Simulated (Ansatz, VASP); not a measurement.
Pd: VASP beside Ansatz

File INCAR:

```
SYSTEM = Pd
PREC     = Accurate       ! precision mode
ENCUT    = 520            ! plane-wave cutoff, eV
EDIFF    = 1E-7           ! SCF threshold, eV
ISMEAR   = 0              ! smearing method
SIGMA    = 0.15           ! smearing width, eV
LREAL    = .False.        ! projectors in reciprocal space
LASPH    = .True.         ! aspherical terms in the spheres
NELM     = 100            ! most SCF steps
ALGO     = Normal         ! electronic algorithm
ISIF     = 2              ! what is computed and relaxed
LWAVE    = .False.        ! write WAVECAR
LCHARG   = .False.        ! write CHGCAR
GGA      = PS             ! functional
NBANDS   = 11             ! bands
```

The input KPOINTS:

```
regular mesh
0
Gamma
  20 20 20
  0 0 0
```

File POSCAR:

```
Pd
1.0
    0.0000000000      2.0421450000      2.0421450000
    2.0421450000      0.0000000000      2.0421450000
    2.0421450000      2.0421450000      0.0000000000
Pd
1
Direct
    0.0000000000      0.0000000000      0.0000000000
```

Input for Ansatz:

```yaml
crystal:
  lattice:
    - [0.0, 2.042145, 2.042145]
    - [2.042145, 0.0, 2.042145]
    - [2.042145, 2.042145, 0.0]
  atoms:
    - { symbol: Pd, position: [0.0, 0.0, 0.0] }
basis:
  ecutwfc: 420
kpoints:
  mp_grid: { grid: [20, 20, 20] }
hamiltonian:
  xc: pbesol
scf:
  occupations: { method: gaussian, width: 0.15 }
output:
  forces: true
  stress: true
  eigenvalues: true
  write_density: true
  write_potential: true
  elf: true
  volumetric_format: npy
```

Change from the starting cell: strain +0.050 along x and y, +0.050 along z, atoms carried along.

Alike in both runs: task single point; functional PBEsol; k mesh 20 × 20 × 20; occupations gaussian, width 0.15 eV; no spin polarisation.

|  | VASP | Ansatz |
| --- | --- | --- |
| version | VASP 6.6.1 | Ansatz 0.2.0 |
| potentials or method | VASP PAW PBE potentials, release 64 (Pd), cutoff 520 eV | scalar-relativistic, plane waves, PAW |
| valence electrons in the cell | 10 | 18 |

```csv
,VASP,Ansatz,Ansatz less VASP
gap on the k mesh at the Fermi level (eV),none,none,-
pressure (GPa),-20.9,-20.8,+0.14
```

VASP's potentials were made for PBE, not for PBEsol. A gap of «none» marks a metal or a gap that the smearing closes. With one functional, cell and mesh, what is left measures potentials, basis and numerics. VASP's potentials hold 10 valence electrons a cell and Ansatz's 18, so a difference there can come from the potentials and not from the codes.
